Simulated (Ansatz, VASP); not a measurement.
# Ag in VASP and in Ansatz

The input INCAR:

```
ALGO     = Normal         # electronic algorithm
EDIFF    = 1E-6           # SCF threshold, eV
ENCUT    = 520            # plane-wave cutoff, eV
ISIF     = 2              # what is computed and relaxed
ISMEAR   = -1             # smearing method
LASPH    = True           # aspherical terms in the spheres
LCHARG   = False          # write CHGCAR
LREAL    = False          # projectors in reciprocal space
LWAVE    = False          # write WAVECAR
NBANDS   = 12             # bands
NELM     = 80             # most SCF steps
PREC     = Accurate       # precision mode
SIGMA    = 0.1            # smearing width, eV
```

Contents of KPOINTS:

```
k-points
0
Gamma
  16 16 16
```

POSCAR

```
Ag
1.0
    2.2324549140      0.0000000000      0.0000000000
    0.0000000000      2.2324549140      0.0000000000
    0.0000000000      0.0000000000      2.2324549140
Ag
1
Direct
    0.0000000000      0.0000000000      0.0000000000
```

Input for Ansatz:

```yaml
crystal:
  lattice:
    - [2.232454914, 0.0, 0.0]
    - [0.0, 2.232454914, 0.0]
    - [0.0, 0.0, 2.232454914]
  atoms:
    - { symbol: Ag, position: [0.0, 0.0, 0.0] }
kpoints:
  mp_grid: { grid: [16, 16, 16] }
scf:
  occupations: { method: fermi_dirac, width: 0.1 }
hamiltonian:
  xc: lda
  pseudopotentials: { kind: all_electron, lapw: { basis_error: 0.001 } }
output:
  forces: true
  stress: true
  eigenvalues: true
  populations: true
```

Change from the starting cell: volume scaled by 0.6, LAPW.

Alike in both runs: task single point; functional LDA; k mesh 16 × 16 × 16; occupations fermi-dirac, width 0.1 eV; no spin polarisation.

```csv
,VASP,Ansatz
version,VASP 6.6.1,Ansatz 0.2.0
potentials or method,"VASP PAW LDA potentials, release 64 (Ag), cutoff 520 eV","all-electron LAPW, scalar-relativistic"
```

|  | VASP | Ansatz | Ansatz less VASP |
| --- | --- | --- | --- |
| pressure (GPa) | 211.7 | 212.9 | +1.28 |

LDA's correlation is that of Perdew and Zunger in VASP and of Perdew and Wang (1992) in Ansatz. Both programs put the cell under a high pressure, so it lies far from rest at this level. Ansatz ran all-electron here, and VASP with PAW potentials.

Noted on VASP's run: the cell as given lies far from equilibrium.
